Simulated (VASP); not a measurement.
# CoSn3 (Pm-3m) in VASP: a series of runs, part 3 of 3

VASP 6.6.1.

## 5. Single point, r2SCAN, collinear spin, ferromagnetic start

This run uses another cell than the first one, of 22.62 Å³/atom.

Input file POSCAR:

```
CoSn3
1.0
    4.4894106171      0.0000000000      0.0000000000
    0.0000000000      4.4894106171      0.0000000000
    0.0000000000      0.0000000000      4.4894106171
Sn Co
3 1
Direct
    0.0000000000      0.5000000000      0.5000000000
    0.5000000000      0.0000000000      0.5000000000
    0.5000000000      0.5000000000      0.0000000000
    0.0000000000      0.0000000000      0.0000000000
```

Input file INCAR.step1:

```
PREC     = Accurate       # precision mode
ENCUT    = 520            # plane-wave cutoff, eV
ISMEAR   = 0              # smearing method
SIGMA    = 0.1            # smearing width, eV
LREAL    = False          # projectors in reciprocal space
LASPH    = True           # aspherical terms in the spheres
NELM     = 150            # most SCF steps
ISPIN    = 2              # spin polarisation
MAGMOM   = 0 0 0 1.97     # initial moments
LMAXMIX  = 4              # l up to which the mixer works
NBANDS   = 38             # bands
GGA      = PE             # functional
ALGO     = Normal         # electronic algorithm
EDIFF    = 1E-4           # SCF threshold, eV
LWAVE    = True           # write WAVECAR
LCHARG   = False          # write CHGCAR
```

Input file INCAR.step2:

```
PREC     = Accurate       # precision mode
ENCUT    = 520            # plane-wave cutoff, eV
EDIFF    = 1E-6           # SCF threshold, eV
ISMEAR   = 0              # smearing method
SIGMA    = 0.1            # smearing width, eV
LREAL    = False          # projectors in reciprocal space
LASPH    = True           # aspherical terms in the spheres
NELM     = 150            # most SCF steps
ALGO     = Normal         # electronic algorithm
ISIF     = 2              # what is computed and relaxed
LWAVE    = False          # write WAVECAR
LCHARG   = False          # write CHGCAR
ISPIN    = 2              # spin polarisation
MAGMOM   = 0 0 0 1.97     # initial moments
LORBIT   = 11             # projections on sites
LMAXMIX  = 4              # l up to which the mixer works
METAGGA  = R2SCAN         # meta-GGA
LMIXTAU  = True         
NBANDS   = 38             # bands
ISTART   = 1
```

Input file KPOINTS:

```
Automatic mesh
0
Gamma
  6 6 6
```

Potentials or basis: VASP PAW PBE potentials, release 64 (Sn_d, Co).

The run is started by

```sh
> cat potpaw_PBE.64/Sn_d/POTCAR potpaw_PBE.64/Co/POTCAR > POTCAR
> cp INCAR.step1 INCAR
> mpirun -np 1 vasp_std > vasp.out
> cp INCAR.step2 INCAR
> mpirun -np 1 vasp_std > vasp.out
```

OUTCAR:

```text
PREC = Accurate
   ENCUT = 520
   EDIFF = 1E-6
   ISMEAR = 0
   LREAL = False
   LASPH = True
   NELM = 150
   ISIF = 2
   ISPIN = 2
   LORBIT = 11
   METAGGA = R2SCAN
   ISTART = 1

 ion  position               nearest neighbor table
   1  0.000  0.500  0.500-   2 3.17   3 3.17   4 3.17   3 3.17   4 3.17   2 3.17   4 3.17   4 3.17
                             2 3.17   3 3.17   3 3.17   2 3.17
   2  0.500  0.000  0.500-   1 3.17   3 3.17   4 3.17   3 3.17   4 3.17   1 3.17   3 3.17   3 3.17
                             1 3.17   4 3.17   4 3.17   1 3.17
   3  0.500  0.500  0.000-   1 3.17   2 3.17   4 3.17   1 3.17   2 3.17   2 3.17   4 3.17   2 3.17
                             1 3.17   4 3.17   1 3.17   4 3.17
   4  0.000  0.000  0.000-   1 3.17   2 3.17   3 3.17   1 3.17   2 3.17   1 3.17   3 3.17   1 3.17
                             2 3.17   3 3.17   2 3.17   3 3.17

  LATTYP: Found a simple cubic cell.
 ALAT       =     4.4894106171

  Lattice vectors:

 A1 = (   4.4894106171,   0.0000000000,   0.0000000000)
 A2 = (   0.0000000000,   4.4894106171,   0.0000000000)
 A3 = (   0.0000000000,   0.0000000000,   4.4894106171)

Analysis of symmetry for initial positions (statically):
=====================================================================
 Subroutine PRICEL returns:
 Original cell was already a primitive cell.

 Routine SETGRP: Setting up the symmetry group for a
 simple cubic supercell.

 Subroutine GETGRP returns: Found 48 space group operations
 (whereof 48 operations were pure point group operations)
 out of a pool of 48 trial point group operations.

The static configuration has the point symmetry O_h .

Analysis of symmetry for dynamics (positions and initial velocities):
=====================================================================
 Subroutine PRICEL returns:
 Original cell was already a primitive cell.

 Routine SETGRP: Setting up the symmetry group for a
 simple cubic supercell.

 Subroutine GETGRP returns: Found 48 space group operations
 (whereof 48 operations were pure point group operations)
 out of a pool of 48 trial point group operations.

The dynamic configuration has the point symmetry O_h .

Analysis of structural, dynamic, and magnetic symmetry:
=====================================================================
 Subroutine PRICEL returns:
 Original cell was already a primitive cell.

 Routine SETGRP: Setting up the symmetry group for a
 simple cubic supercell.

 Subroutine GETGRP returns: Found 48 space group operations
 (whereof 48 operations were pure point group operations)
 out of a pool of 48 trial point group operations.

The overall configuration has the point symmetry O_h .

 Subroutine INISYM returns: Found 48 space group operations
 (whereof 48 operations are pure point group operations),
 and found     1 'primitive' translations

----------------------------------------------------------------------------------------

                                     Primitive cell

  volume of cell :      90.4832

  direct lattice vectors                    reciprocal lattice vectors
     4.489410617  0.000000000  0.000000000     0.222746388  0.000000000  0.000000000
     0.000000000  4.489410617  0.000000000     0.000000000  0.222746388  0.000000000
     0.000000000  0.000000000  4.489410617     0.000000000  0.000000000  0.222746388

[... 82 lines left out ...]
   EDIFF  = 0.1E-05   stopping-criterion for ELM
   LREAL  =      F    real-space projection
   EDIFFG = 0.1E-04   stopping-criterion for IOM
   NSW    =      0    number of steps for IOM
   IBRION =     -1    ionic relax: 0-MD 1-quasi-New 2-CG
   NFREE  =      0    steps in history (QN), initial steepest desc. (CG)
   ISIF   =      2    stress and relaxation
   ISYM   =      2    0-nonsym 1-usesym 2-fastsym
   POTIM  = 0.5000    time-step for ionic-motion
   TEBEG  =    0.0;   TEEND  =   0.0 temperature during run
   PSTRESS=    0.0 pullay stress
   NELECT =      51.0000    total number of electrons
   NUPDOWN=      -1.0000    fix difference up-down
   EMIN   =  10.00;   EMAX   =-10.00  energy-range for DOS
   EFERMI =   0.00;   METHOD = LEGACY
   ISMEAR =     0;   SIGMA  =   0.10  broadening in eV -4-tet -1-fermi 0-gaus
   EFERMI_NEDOS =   21; number of points for ismear=-14 and -15
   IALGO  =     38    algorithm
   IMIX   =      4    mixing-type and parameters
     AMIX     =   0.40;   BMIX     =  1.00
     AMIX_MAG =   1.60;   BMIX_MAG =  1.00
  volume/ion in A,a.u.               =      22.62       152.65
  Fermi-wavevector in a.u.,A,eV,Ry     =   1.352308  2.555491 24.881470  1.828736
  Thomas-Fermi vector in A             =   2.479657
   LORBIT       =     11    0 simple, 1 ext, 2 COOP (PROOUT), +10 PAW based schemes
   METAGGA = R2SCAN    functional components
   LHFCALC =     F    Hartree Fock is set to
   AEXX    =    0.0000 exact exchange contribution
   IVDW    =     0    specifies the selected vdW correction
   LEPSILON=     F    determine dielectric tensor
   LRPA    =     F    only Hartree local field effects (RPA)
 spin polarized calculation
 Gauss-broadening in eV      SIGMA  =   0.10
  energy-cutoff  :      520.00
  volume of cell :       90.48
 maximum number of plane-waves:      2469
 NGX is ok and might be reduce to    36
   NGX = 17   NGY = 17   NGZ = 17

 number of electron      50.9999984 magnetization       1.9920019

 Free energy of the ion-electron system (eV)
  ---------------------------------------------------
  ext. energy  EPLUGINS =         0.00000000
  ---------------------------------------------------
  free energy    TOTEN  =       -85.22966175 eV

  energy without entropy =      -85.21410756  energy(sigma->0) =      -85.22188465

 E-fermi :   8.7960     XC(G=0): -11.8088

 val. band max:        8.7832540366   @ k =   0.3333   0.3333   0.3333
 cond. band min:       8.8193194827   @ k =   0.1667   0.1667   0.1667
 fundamental gap:      0.0360654461
 Fermi energy:         8.7960297913

 spin component 1

 k-point     1 :       0.0000    0.0000    0.0000
  band No.  band energies     occupation
      1     -13.6849      1.00000
      2     -13.6849      1.00000
      3     -13.6849      1.00000
      4     -13.6691      1.00000
      5     -13.5125      1.00000
      6     -13.5125      1.00000
[... 789 lines left out ...]
     36      19.4911      0.00000
     37      20.3185      0.00000
 Fermi energy:         8.7960297913

 spin component 2

 k-point     1 :       0.0000    0.0000    0.0000
  band No.  band energies     occupation
      1     -13.6775      1.00000
      2     -13.6775      1.00000
      3     -13.6775      1.00000
      4     -13.6527      1.00000
      5     -13.5106      1.00000
      6     -13.5106      1.00000
[... 789 lines left out ...]
     36      19.9114      0.00000
     37      20.2468      0.00000
 [bands above 37 left out]

------------------------ aborting loop because EDIFF is reached ----------------------------------------

  FORCE on cell =-STRESS in cart. coord.  units (eV):
  Direction    XX          YY          ZZ          XY          YZ          ZX
  --------------------------------------------------------------------------------------
  -------------------------------------------------------------------------------------
  Total        0.1260999      0.1260999      0.1260999      0.0000000      0.0000000     -0.0000000
  in kB        2.2328384      2.2328384      2.2328384      0.0000000      0.0000000     -0.0000000
  external PRESSURE =       2.2328384 kB  Pullay stress =       0.0000000 kB

 VOLUME and BASIS-vectors are now :
 -----------------------------------------------------------------------------
  energy-cutoff  :      520.00
  volume of cell :       90.48
      direct lattice vectors                 reciprocal lattice vectors
     4.489410617  0.000000000  0.000000000     0.222746388  0.000000000  0.000000000
     0.000000000  4.489410617  0.000000000     0.000000000  0.222746388  0.000000000
     0.000000000  0.000000000  4.489410617     0.000000000  0.000000000  0.222746388

 POSITION                                       TOTAL-FORCE (eV/Angst)
 -----------------------------------------------------------------------------------
      0.00000      2.24471      2.24471         0.000000      0.000000      0.000000
      2.24471      0.00000      2.24471         0.000000      0.000000      0.000000
      2.24471      2.24471      0.00000         0.000000      0.000000      0.000000
      0.00000      0.00000      0.00000         0.000000      0.000000      0.000000
 -----------------------------------------------------------------------------------
    total drift:                                0.000000      0.000000      0.000000

  FREE ENERGIE OF THE ION-ELECTRON SYSTEM (eV)
  ---------------------------------------------------
  free  energy   TOTEN  =       -85.2296617483 eV

  energy  without entropy=      -85.2141075561  energy(sigma->0) =      -85.22188465

 total charge

# of ion       s       p       d       tot
------------------------------------------
    1        1.231   1.024   9.996  12.252
    2        1.231   1.024   9.996  12.252
    3        1.231   1.024   9.996  12.252
    4        0.339   0.200   7.214   7.753
--------------------------------------------------
tot          4.033   3.273  37.203  44.509

 magnetization (x)

# of ion       s       p       d       tot
------------------------------------------
    1        0.015  -0.015  -0.001  -0.001
    2        0.015  -0.015  -0.001  -0.001
    3        0.015  -0.015  -0.001  -0.001
    4        0.032   0.017   1.987   2.036
--------------------------------------------------
tot          0.077  -0.028   1.982   2.032
```

It took 5.9 min on 1 thread of Intel Xeon Platinum 8259CL at 2.50GHz (Skylake/Cascade Lake), shared host; peak memory 0.31 GiB.

What came out:

```
Free energy                                           : -85.2297 eV
Pressure                                              : 0.2 GPa
Net moment                                            : 1.99 μB per cell
Site moments                                          : Sn -0.00; Co +2.04 μB
Valence electrons inside the program's atomic spheres : Sn 12.25; Co 7.75
```

Levels at points of the mesh, in eV from the Fermi level:
Spin up:
```
           k point  band 23  band 24  band 25  band 26  band 27  band 28  band 29  band 30
(0.00, 0.00, 0.00)    -3.43    -3.43    -2.01    -2.01    -0.19     3.06     3.06     3.06
(0.50, 0.00, 0.00)    -2.58    -1.38    -1.38    -0.54    -0.54    -0.22     0.71     1.26
(0.50, 0.50, 0.00)    -2.56    -2.50    -0.11     0.03     1.09     1.09     1.12     1.12
(0.50, 0.50, 0.50)    -2.99    -2.99    -2.99    -2.52    -2.52    -1.63     7.49     7.49
```
Spin down:
```tsv
k point	band 22	band 23	band 24	band 25	band 26	band 27	band 28	band 29
(0.00, 0.00, 0.00)	-0.94	-0.94	-0.05	-0.05	-0.05	0.21	2.99	2.99
(0.50, 0.00, 0.00)	-1.47	-0.62	-0.62	-0.03	0.13	0.77	0.77	0.81
(0.50, 0.50, 0.00)	-1.25	-1.25	-0.47	0.12	0.76	1.12	1.12	2.18
(0.50, 0.50, 0.50)	-4.55	-1.32	-1.32	-1.32	0.49	0.49	0.49	7.58
```

Caveat: the PAW data sets were made with another functional, which shifts forces and pressure a little; spin-orbit coupling is left out, which moves the levels of the heavy elements.

## 6. Overview

| spin | fixed moment (μB) | cell | k mesh | cutoff (eV) | gap on the mesh (eV) | pressure (GPa) | moment (μB) |
| --- | --- | --- | --- | --- | --- | --- | --- |
| collinear, zero start | 0.0 | a = 4.494 Å, 4 atoms | 10 × 10 × 10 | 660 | - | -3.7 | 0.00 |
| off | - | a = 4.405 Å, 4 atoms | 10 × 10 × 10 | 520 | none | 0.0 | - |
| off | - | a = 4.494 Å, 4 atoms | 10 × 10 × 10 | 520 | none | -3.8 | - |
| collinear, ferromagnetic start | - | a = 4.489 Å, 4 atoms | 6 × 6 × 6 | 520 | none | 0.2 | 1.99 |

Alike in all rows: task single point; level r2SCAN; potentials or basis VASP PAW PBE potentials, release 64 (Sn_d, Co); smearing gaussian 0.1 eV.

Caveats: the PAW data sets were made with another functional, which shifts forces and pressure a little; spin-orbit coupling is left out, which moves the levels of the heavy elements; the cell stands under tension (at least some runs); the total moment is fixed, so each spin has its own Fermi level (at least some runs).

Total energies depend on the potentials used, so only differences within one code and one set of settings carry meaning.
